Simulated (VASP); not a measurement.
# MnO (Fm-3m) in VASP: further runs

MnO is run at these levels: r2SCAN; tasks: single point.

Everything below comes from runs of VASP 6.6.1. Logs are shortened: lines on timing, memory, paths and dates and some standing lists are left out, and cuts for length are marked.

**1. The cell of the first run**

It takes space group Fm-3m (No. 225, cubic). The conventional cell has a = 4.388 Å, b = 4.388 Å, c = 4.388 Å, α = 90.00°, β = 90.00°, γ = 90.00°. Mn (site symmetry m-3m) has 6 O at 2.19 Å within 2.9 Å. Within 2.9 Å of O (site symmetry m-3m) lie 6 Mn at 2.19 Å.

**2. Single point, r2SCAN, collinear spin, ferromagnetic start**

POSCAR reads:

```
MnO
1.0
    0.0000000000      2.1938512115      2.1938512115
    2.1938512115      0.0000000000      2.1938512115
    2.1938512115      2.1938512115      0.0000000000
Mn O
1 1
Direct
    0.0000000000      0.0000000000      0.0000000000
    0.5000000000      0.5000000000      0.5000000000
```

INCAR.step1 reads:

```
PREC = Accurate
ENCUT = 520
ISMEAR = -1
SIGMA = 0.05
LREAL = F
LASPH = T
NELM = 150
ISPIN = 2
MAGMOM = 4 0
LMAXMIX = 4
NBANDS = 20
GGA = PE
ALGO = Normal
EDIFF = 1E-4
LWAVE = T
LCHARG = F
```

INCAR.step2 reads:

```
PREC = Accurate
ENCUT = 520
EDIFF = 1E-6
ISMEAR = -1
SIGMA = 0.05
LREAL = F
LASPH = T
NELM = 150
ALGO = Normal
ISIF = 2
LWAVE = F
LCHARG = T
ISPIN = 2
MAGMOM = 4 0
LORBIT = 11
LMAXMIX = 4
METAGGA = R2SCAN
LMIXTAU = T
LELF = T
LVHAR = T
NBANDS = 20
ISTART = 1
```

KPOINTS reads:

```
regular mesh
0
Gamma
  10 10 10
```

Potentials or basis: VASP PAW PBE potentials, release 64 (Mn_pv, O).

Run with:

```bash
> cat potpaw_PBE.64/Mn_pv/POTCAR potpaw_PBE.64/O/POTCAR > POTCAR
> cp INCAR.step1 INCAR
> mpirun -np 1 vasp_std > vasp.out
> cp INCAR.step2 INCAR
> mpirun -np 1 vasp_std > vasp.out
```

OUTCAR:

```text
PREC = Accurate
   ENCUT = 520
   EDIFF = 1E-6
   ISMEAR = -1
   LREAL = F
   LASPH = T
   NELM = 150
   ISIF = 2
   ISPIN = 2
   LORBIT = 11
   METAGGA = R2SCAN
   ISTART = 1

 ion  position               nearest neighbor table
   1  0.000  0.000  0.000-   2 2.19   2 2.19   2 2.19   2 2.19   2 2.19   2 2.19
   2  0.500  0.500  0.500-   1 2.19   1 2.19   1 2.19   1 2.19   1 2.19   1 2.19

  LATTYP: Found a face centered cubic cell.
 ALAT       =     4.3877024230

  Lattice vectors:

 A1 = (   0.0000000000,   2.1938512115,   2.1938512115)
 A2 = (   2.1938512115,   0.0000000000,   2.1938512115)
 A3 = (   2.1938512115,   2.1938512115,   0.0000000000)

Analysis of symmetry for initial positions (statically):
=====================================================================
 Subroutine PRICEL returns:
 Original cell was already a primitive cell.

 Routine SETGRP: Setting up the symmetry group for a
 face centered cubic supercell.

 Subroutine GETGRP returns: Found 48 space group operations
 (whereof 48 operations were pure point group operations)
 out of a pool of 48 trial point group operations.

The static configuration has the point symmetry O_h .

Analysis of symmetry for dynamics (positions and initial velocities):
=====================================================================
 Subroutine PRICEL returns:
 Original cell was already a primitive cell.

 Routine SETGRP: Setting up the symmetry group for a
 face centered cubic supercell.

 Subroutine GETGRP returns: Found 48 space group operations
 (whereof 48 operations were pure point group operations)
 out of a pool of 48 trial point group operations.

The dynamic configuration has the point symmetry O_h .

Analysis of structural, dynamic, and magnetic symmetry:
=====================================================================
 Subroutine PRICEL returns:
 Original cell was already a primitive cell.

 Routine SETGRP: Setting up the symmetry group for a
 face centered cubic supercell.

 Subroutine GETGRP returns: Found 48 space group operations
 (whereof 48 operations were pure point group operations)
 out of a pool of 48 trial point group operations.

The overall configuration has the point symmetry O_h .

 Subroutine INISYM returns: Found 48 space group operations
 (whereof 48 operations are pure point group operations),
 and found     1 'primitive' translations

----------------------------------------------------------------------------------------

                                     Primitive cell

  volume of cell :      21.1179

  direct lattice vectors                    reciprocal lattice vectors
     0.000000000  2.193851212  2.193851212    -0.227909713  0.227909713  0.227909713
     2.193851212  0.000000000  2.193851212     0.227909713 -0.227909713  0.227909713
     2.193851212  2.193851212  0.000000000     0.227909713  0.227909713 -0.227909713

  length of vectors
     3.102574137  3.102574137  3.102574137     0.394751202  0.394751202  0.394751202

  position of ions in fractional coordinates (direct lattice)
     0.000000000  0.000000000  0.000000000
     0.500000000  0.500000000  0.500000000

  ion indices of the primitive-cell ions
   primitive index   ion index
                 1           1
                 2           2

----------------------------------------------------------------------------------------

 KPOINTS: regular mesh

Automatic generation of k-mesh.
 Grid dimensions read from file:
 generate k-points for:   10   10   10

 Generating k-lattice:

  Cartesian coordinates                     Fractional coordinates (reciprocal lattice)
    -0.022790971  0.022790971  0.022790971     0.100000000  0.000000000  0.000000000
     0.022790971 -0.022790971  0.022790971     0.000000000  0.100000000  0.000000000
     0.022790971  0.022790971 -0.022790971     0.000000000  0.000000000  0.100000000

  Length of vectors
     0.039475120  0.039475120  0.039475120

  Shift w.r.t. Gamma in fractional coordinates (k-lattice)
     0.000000000  0.000000000  0.000000000

 Subroutine IBZKPT returns following result:
 ===========================================

 Found     47 irreducible k-points:

 Following reciprocal coordinates:
            Coordinates               Weight
  0.000000  0.000000  0.000000      1.000000
  0.100000  0.000000  0.000000      8.000000
  0.200000  0.000000  0.000000      8.000000
  0.300000  0.000000  0.000000      8.000000
  0.400000  0.000000  0.000000      8.000000
  0.500000  0.000000  0.000000      4.000000
[... 16 lines left out ...]
  0.300000  0.300000  0.000000      6.000000
  0.400000  0.300000  0.000000     24.000000
 [... further k-points ...]
   k-points           NKPTS =     47   k-points in BZ     NKDIM =     47   number of bands    NBANDS=     20
   number of dos      NEDOS =    301   number of ions     NIONS =      2
   total plane-waves  NPLWV =  13824
   dimension x,y,z NGX =    24 NGY =   24 NGZ =   24
   dimension x,y,z NGXF=    48 NGYF=   48 NGZF=   48
   ions per type =               1   1
   NGX,Y,Z   is equivalent  to a cutoff of  12.86, 12.86, 12.86 a.u.
   NGXF,Y,Z  is equivalent  to a cutoff of  25.72, 25.72, 25.72 a.u.
 SYSTEM =  unknown system
   PREC   = accura    normal or accurate (medium, high low for compatibility)
   ISTART =      1    job   : 0-new  1-cont  2-samecut
   ICHARG =      0    charge: 1-file 2-atom 10-const
   ISPIN  =      2    spin polarized calculation?
   LNONCOLLINEAR =      F non collinear calculations
   LSORBIT =      F    spin-orbit coupling
   LASPH  =      T    aspherical Exc in radial PAW
   ENCUT  =  520.0 eV  38.22 Ry    6.18 a.u.   5.77  5.77  5.77*2*pi/ulx,y,z
   NELM   =    150;   NELMIN=  2; NELMDL=  0     # of ELM steps
   EDIFF  = 0.1E-05   stopping-criterion for ELM
   LREAL  =      F    real-space projection
   EDIFFG = 0.1E-04   stopping-criterion for IOM
   NSW    =      0    number of steps for IOM
   IBRION =     -1    ionic relax: 0-MD 1-quasi-New 2-CG
   NFREE  =      0    steps in history (QN), initial steepest desc. (CG)
   ISIF   =      2    stress and relaxation
   ISYM   =      2    0-nonsym 1-usesym 2-fastsym
   POTIM  = 0.5000    time-step for ionic-motion
   TEBEG  =    0.0;   TEEND  =   0.0 temperature during run
   PSTRESS=    0.0 pullay stress
   NELECT =      19.0000    total number of electrons
   NUPDOWN=      -1.0000    fix difference up-down
   EMIN   =  10.00;   EMAX   =-10.00  energy-range for DOS
   EFERMI =   0.00;   METHOD = LEGACY
   ISMEAR =    -1;   SIGMA  =   0.05  broadening in eV -4-tet -1-fermi 0-gaus
   EFERMI_NEDOS =   21; number of points for ismear=-14 and -15
   IALGO  =     38    algorithm
   IMIX   =      4    mixing-type and parameters
     AMIX     =   0.40;   BMIX     =  1.00
     AMIX_MAG =   1.60;   BMIX_MAG =  1.00
  volume/ion in A,a.u.               =      10.56        71.26
  Fermi-wavevector in a.u.,A,eV,Ry     =   1.580431  2.986581 33.984116  2.497762
  Thomas-Fermi vector in A             =   2.680660
   LORBIT       =     11    0 simple, 1 ext, 2 COOP (PROOUT), +10 PAW based schemes
   METAGGA = R2SCAN    functional components
   LHFCALC =     F    Hartree Fock is set to
   AEXX    =    0.0000 exact exchange contribution
   IVDW    =     0    specifies the selected vdW correction
   LEPSILON=     F    determine dielectric tensor
   LRPA    =     F    only Hartree local field effects (RPA)
 spin polarized calculation
  energy-cutoff  :      520.00
  volume of cell :       21.12
 maximum number of plane-waves:       588
   NGX = 11   NGY = 11   NGZ = 11

 number of electron      19.0000002 magnetization       4.9837919

 Free energy of the ion-electron system (eV)
  ---------------------------------------------------
  ext. energy  EPLUGINS =         0.00000000
  ---------------------------------------------------
  free energy    TOTEN  =       -24.46437304 eV

  energy without entropy =      -24.46262391  energy(sigma->0) =      -24.46349848

 E-fermi :   7.9851     XC(G=0): -12.7760

 val. band max:        7.9479643203   @ k =   0.4000   0.4000   0.0000
 cond. band min:       8.1355158168   @ k =   0.5000   0.4000   0.0000
 fundamental gap:      0.1875514966
 Fermi energy:         7.9850657648

 spin component 1

 k-point     1 :       0.0000    0.0000    0.0000
  band No.  band energies     occupation
      1     -44.7146      1.00000
      2     -44.7146      1.00000
      3     -44.7145      1.00000
      4     -13.7675      1.00000
      5       3.8056      1.00000
      6       3.8056      1.00000
[... 12 lines left out ...]
     19      29.2018      0.00000
     20      29.2018      0.00000
[... 507 lines left out ...]
 k-point    24 :       0.4000    0.3000    0.0000
  band No.  band energies     occupation
      1     -44.7671      1.00000
      2     -44.7368      1.00000
      3     -44.7347      1.00000
      4     -12.9288      1.00000
      5       0.2470      1.00000
      6       2.1845      1.00000
[... 12 lines left out ...]
     19      33.5202      0.00000
     20      34.3743      0.00000

 [... further k-points ...]

 spin component 2

 k-point     1 :       0.0000    0.0000    0.0000
  band No.  band energies     occupation
      1     -38.3612      1.00000
      2     -38.3612      1.00000
      3     -38.3609      1.00000
      4     -13.2169      1.00000
      5       4.4043      1.00000
      6       4.4043      1.00000
[... 12 lines left out ...]
     19      32.3823      0.00000
     20      32.3823      0.00000
[... 507 lines left out ...]
 k-point    24 :       0.4000    0.3000    0.0000
  band No.  band energies     occupation
      1     -38.4337      1.00000
      2     -38.3912      1.00000
      3     -38.3881      1.00000
      4     -12.3364      1.00000
      5       1.1779      1.00000
      6       3.1917      1.00000
[... 12 lines left out ...]
     19      35.5126      0.00000
     20      37.2391      0.00000

 [... further k-points ...]

------------------------ aborting loop because EDIFF is reached ----------------------------------------

  FORCE on cell =-STRESS in cart. coord.  units (eV):
  Direction    XX          YY          ZZ          XY          YZ          ZX
  --------------------------------------------------------------------------------------
  -------------------------------------------------------------------------------------
  Total        1.0220127      1.0220127      1.0220127     -0.0000000      0.0000000      0.0000000
  in kB       77.5381376     77.5381376     77.5381376     -0.0000000      0.0000000      0.0000000
  external PRESSURE =      77.5381376 kB  Pullay stress =       0.0000000 kB

 VOLUME and BASIS-vectors are now :
 -----------------------------------------------------------------------------
  energy-cutoff  :      520.00
  volume of cell :       21.12
      direct lattice vectors                 reciprocal lattice vectors
     0.000000000  2.193851212  2.193851212    -0.227909713  0.227909713  0.227909713
     2.193851212  0.000000000  2.193851212     0.227909713 -0.227909713  0.227909713
     2.193851212  2.193851212  0.000000000     0.227909713  0.227909713 -0.227909713

 POSITION                                       TOTAL-FORCE (eV/Angst)
 -----------------------------------------------------------------------------------
      0.00000      0.00000      0.00000         0.000000     -0.000000     -0.000000
      2.19385      2.19385      2.19385        -0.000000      0.000000      0.000000
 -----------------------------------------------------------------------------------
    total drift:                                0.000000     -0.000000     -0.000000

  FREE ENERGIE OF THE ION-ELECTRON SYSTEM (eV)
  ---------------------------------------------------
  free  energy   TOTEN  =       -24.4643730402 eV

  energy  without entropy=      -24.4626239118  energy(sigma->0) =      -24.46349848

 total charge

# of ion       s       p       d       tot
------------------------------------------
    1        0.216   6.185   4.983  11.385
    2        1.560   3.490   0.000   5.050
--------------------------------------------------
tot          1.776   9.675   4.983  16.434

 magnetization (x)

# of ion       s       p       d       tot
------------------------------------------
    1        0.028   0.023   4.473   4.524
    2        0.033   0.210   0.000   0.243
--------------------------------------------------
tot          0.061   0.233   4.473   4.766
```

Run time: 42 s. Hardware: 1 thread of Intel Xeon 6975P-C (Granite Rapids), shared host; peak memory 0.17 GiB.

What came out:

```yaml
Free_energy: -24.4644 eV
Pressure: 7.8 GPa
Band_gap_on_the_k_mesh: zero (filled and empty bands overlap)
Net_moment: 4.98 μB per cell
Site_moments: Mn +4.52; O +0.24 μB
Valence_electrons_inside_the_program's_atomic_spheres: Mn 11.38; O 5.05
```

Caveat: the PAW data sets were made with another functional, which shifts forces and pressure a little; a cell with one magnetic atom can't hold antiferromagnetic order, which such compounds often take; semilocal functionals often make such compounds metallic where correlation or magnetic order opens a gap, which also shifts bond lengths. With open d or f shells a metallic result of r2SCAN can be an artefact of self-interaction; +U or a hybrid may open a gap.

**3. Single point, r2SCAN, collinear spin, ferromagnetic start**

This run uses another cell than the first one, of 10.78 Å³/atom, 1.021 times its volume.

POSCAR reads:

```
MnO
1.0
    0.0000000000      2.2089816980      2.2089816980
    2.2089816980      0.0000000000      2.2089816980
    2.2089816980      2.2089816980      0.0000000000
Mn O
1 1
Direct
    0.0000000000      0.0000000000      0.0000000000
    0.5000000000      0.5000000000      0.5000000000
```

INCAR.step1 reads:

```
SYSTEM = MnO
  PREC = Accurate
  ENCUT = 520
  ISMEAR = -1
  SIGMA = 0.05
  LREAL = .FALSE.
  LASPH = .TRUE.
  NELM = 150
  ISPIN = 2
  MAGMOM = 4 0
  LMAXMIX = 4
  NBANDS = 20
  GGA = PE
  ALGO = Normal
  EDIFF = 1E-4
  LWAVE = .TRUE.
  LCHARG = .FALSE.
```

INCAR.step2 reads:

```
SYSTEM = MnO
  PREC = Accurate
  ENCUT = 520
  EDIFF = 1E-7
  ISMEAR = -1
  SIGMA = 0.05
  LREAL = .FALSE.
  LASPH = .TRUE.
  NELM = 150
  ALGO = Normal
  ISIF = 2
  LWAVE = .FALSE.
  LCHARG = .FALSE.
  ISPIN = 2
  MAGMOM = 4 0
  LORBIT = 11
  LMAXMIX = 4
  METAGGA = R2SCAN
  LMIXTAU = .TRUE.
  NBANDS = 20
  ISTART = 1
```

KPOINTS reads:

```
regular mesh
0
G
  10 10 10
  0 0 0
```

Potentials or basis: VASP PAW PBE potentials, release 64 (Mn_pv, O).

Run with:

```bash
> cat potpaw_PBE.64/Mn_pv/POTCAR potpaw_PBE.64/O/POTCAR > POTCAR
> cp INCAR.step1 INCAR
> mpirun -np 1 vasp_std > vasp.out
> cp INCAR.step2 INCAR
> mpirun -np 1 vasp_std > vasp.out
```

Run time: 52 s. Hardware: 1 thread of Intel Xeon 6975P-C (Granite Rapids), shared host; peak memory 0.17 GiB.

The run converged. Its results:

```
Free energy                                           : -24.4802 eV
Pressure                                              : 3.9 GPa
Band gap on the k mesh                                : zero (filled and empty bands overlap)
Net moment                                            : 4.99 μB per cell
Site moments                                          : Mn +4.54; O +0.24 μB
Valence electrons inside the program's atomic spheres : Mn 11.36; O 5.04
```

Levels at points of the mesh, in eV from the Fermi level:
Spin up:
```csv
k point,band 10,band 11,band 12,band 13,band 14,band 15
"(0.00, 0.00, 0.00)",-3.71,-3.20,-3.20,-0.15,14.63,17.05
"(0.50, 0.00, 0.00)",-2.31,-0.09,-0.09,3.96,8.42,12.61
"(0.50, 0.50, 0.00)",-2.56,-2.56,-2.40,5.54,8.54,10.88
```
Spin down:
```csv
k point,band 5,band 6,band 7,band 8,band 9,band 10
"(0.00, 0.00, 0.00)",-3.47,-3.47,-3.47,1.62,1.73,1.73
"(0.50, 0.00, 0.00)",-7.63,-4.97,-4.97,3.02,3.13,3.13
"(0.50, 0.50, 0.00)",-6.70,-4.52,-4.52,-0.07,3.10,3.32
```

Caveat: the PAW data sets were made with another functional, which shifts forces and pressure a little; a cell with one magnetic atom can't hold antiferromagnetic order, which such compounds often take; semilocal functionals often make such compounds metallic where correlation or magnetic order opens a gap, which also shifts bond lengths.

[end of part 1 of 2]
